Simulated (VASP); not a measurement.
# Bi2TeSe2: single point with PBEsol

Crystal: Bi2TeSe2.

```
Bi Te Se
1.0
     2.09150    1.20753   10.00370
    -2.09150    1.20753   10.00370
     0.00000   -2.41506   10.00370
Bi Te Se
2 1 2
Direct
  0.39806 0.39806 0.39806
  0.60194 0.60194 0.60194
  0.00000 0.00000 0.00000
  0.21160 0.21160 0.21160
  0.78840 0.78840 0.78840
```

This cell differs from its parent crystal: strain +0.000 along x and y, +0.030 along z.

| Item | Value |
| --- | --- |
| Program | VASP 6.6.1 |
| Task | single point |
| Functional | PBEsol |
| Potentials or basis | VASP PAW PBE potentials, release 64 (Bi_d, Te, Se) |
| Cutoff | 520 eV |
| k mesh | 12 × 12 × 12 |
| Occupations | gaussian, width 0.05 eV |
| Spin | no spin polarisation |

* Pressure: -0.1 GPa
* Largest force: 1.771 eV/Å
* Band gap on the k mesh: 0.53 eV

Forces on the atoms (eV/Å):
```
Bi   0.000  0.000  1.771
Bi   0.000  0.000 -1.771
Te   0.000  0.000  0.000
Se   0.000  0.000  0.856
Se   0.000  0.000 -0.856
```

Stress tensor (GPa, compression positive):
```
 0.26  0.00  0.00
 0.00  0.26  0.00
 0.00  0.00 -0.67
```

Levels at points of the mesh, in eV from the valence-band top:
```
           k point  band 20  band 21  band 22  band 23  band 24  band 25  band 26  band 27  band 28  band 29
(0.00, 0.00, 0.00)    -1.40    -1.40    -0.84    -0.84     0.00     0.53     1.08     1.08     2.28     2.59
(0.50, 0.00, 0.00)    -2.80    -2.49    -2.14    -0.96    -0.54     0.85     1.42     2.42     3.29     3.42
(0.50, 0.50, 0.00)    -2.15    -1.88    -1.69    -1.42    -1.06     1.10     1.76     1.95     3.11     3.19
(0.50, 0.50, 0.50)    -1.20    -1.20    -1.07    -1.07    -0.50     1.02     1.31     1.31     2.00     2.36
```

Run time: 8.9 min on 1 × NVIDIA H100 80GB with 1 thread of AMD EPYC 7R13 Processor (Zen 3), with other jobs on the host, peak memory 2.4 GiB.

Caveat: the cell differs from its parent crystal (strain +0.000 along x and y, +0.030 along z); the PAW data sets were made with another functional, which shifts forces and pressure a little; spin-orbit coupling is left out, which moves the levels of the heavy elements. A k mesh can miss the band edges.
